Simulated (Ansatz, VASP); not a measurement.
Given: the input of a run of VASP 6.6.1 on GaSb.

File INCAR:

```
PREC     = Accurate       # precision mode
ENCUT    = 520            # plane-wave cutoff, eV
EDIFF    = 1E-6           # SCF threshold, eV
ISMEAR   = -1             # smearing method
SIGMA    = 0.05           # smearing width, eV
LREAL    = F              # projectors in reciprocal space
LASPH    = T              # aspherical terms in the spheres
NELM     = 100            # most SCF steps
ALGO     = Normal         # electronic algorithm
ISIF     = 2              # what is computed and relaxed
LWAVE    = F              # write WAVECAR
LCHARG   = F              # write CHGCAR
GGA      = PS             # functional
NBANDS   = 16             # bands
```

File KPOINTS:

```
regular mesh
0
Gamma
  8 8 8
```

Contents of POSCAR:

```
GaSb
1.0
    0.0000000000      3.0176570942      3.0176570942
    3.0176570942      0.0000000000      3.0176570942
    3.0176570942      3.0176570942      0.0000000000
Sb Ga
1 1
Direct
    0.7500000000      0.7500000000      0.7500000000
    0.0000000000      0.0000000000      0.0000000000
```

Potentials or basis: VASP PAW PBE potentials, release 64 (Sb, Ga_d).

The run is started by

```bash
$ cat potpaw_PBE.64/Sb/POTCAR potpaw_PBE.64/Ga_d/POTCAR > POTCAR
$ mpirun -np 1 vasp_std > vasp.out
```

Problem. Translate it to Ansatz 0.2.0. Potentials there: all-electron LAPW, scalar-relativistic.

Solution. As run (the cutoff follows the program's own potentials):

File input.yaml:

```yaml
crystal:
  lattice:
    - [0.0, 3.0176570942, 3.0176570942]
    - [3.0176570942, 0.0, 3.0176570942]
    - [3.0176570942, 3.0176570942, 0.0]
  atoms:
    - { symbol: Sb, position: [0.75, 0.75, 0.75] }
    - { symbol: Ga, position: [0.0, 0.0, 0.0] }
kpoints:
  mp_grid: { grid: [8, 8, 8] }
scf:
  occupations: { method: fermi_dirac, width: 0.05 }
hamiltonian:
  xc: pbesol
  pseudopotentials: { kind: all_electron, lapw: { basis_error: 0.0005 } }
output:
  forces: true
  stress: true
  eigenvalues: true
```

Potentials or basis: all-electron LAPW, scalar-relativistic.

Command:

```console
$ ansatz run input.yaml --threads 1 --pin off --max-ram 3072MiB --backend cpu --events-out ev --progress --plain --runs-dir out
```

Both were run:

|  | VASP | Ansatz | Ansatz less VASP |
| --- | --- | --- | --- |
| gap on the k mesh at the Fermi level (eV) | 0.28 | 0.28 | -0.008 |
| least direct gap on the mesh (eV) | 0.28 | 0.28 | -0.008 |
| pressure (GPa) | 2.2 | 2.1 | -0.10 |

VASP's potentials were made for PBE, not for PBEsol. Ansatz ran all-electron here, and VASP with PAW potentials.

Spin-orbit coupling is off throughout.
